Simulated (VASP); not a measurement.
Input of a VASP 6.6.1 run:

The input INCAR:

```
ALGO = Normal
EDIFF = 1E-7
ENCUT = 520
GGA = PE
ISIF = 2
ISMEAR = 0
LASPH = T
LCHARG = F
LREAL = F
LWAVE = F
NBANDS = 30
NELM = 100
PREC = Accurate
SIGMA = 0.1
```

File KPOINTS:

```
k-points
0
Gamma
  4 4 4
```

The input POSCAR:

```
Na3HfZr
1.0
    5.3725486908      0.0000000000      0.0000000000
    0.0000000000      5.3725486908      0.0000000000
    0.0000000000      0.0000000000      5.3725486908
Na Zr Hf
3 1 1
Direct
    0.0000000000      0.5000000000      0.5000000000
    0.5000000000      0.0000000000      0.5000000000
    0.5000000000      0.5000000000      0.0000000000
    0.5000000000      0.5000000000      0.5000000000
    0.0000000000      0.0000000000      0.0000000000
```

Potentials or basis: VASP PAW PBE potentials, release 64 (Na_pv, Zr_sv, Hf_pv).

Run with:

```bash
$ cat potpaw_PBE.64/Na_pv/POTCAR potpaw_PBE.64/Zr_sv/POTCAR potpaw_PBE.64/Hf_pv/POTCAR > POTCAR
$ mpirun -np 1 vasp_std > vasp.out
```

(1) What does it give for the band gap on the k mesh?

(2) What does it give for the pressure?

Answers

(1) zero (an odd number of electrons rules out a gap without spin polarisation).

(2) 0.1 GPa.

Caveat: spin-orbit coupling is left out, which moves the levels of the heavy elements.
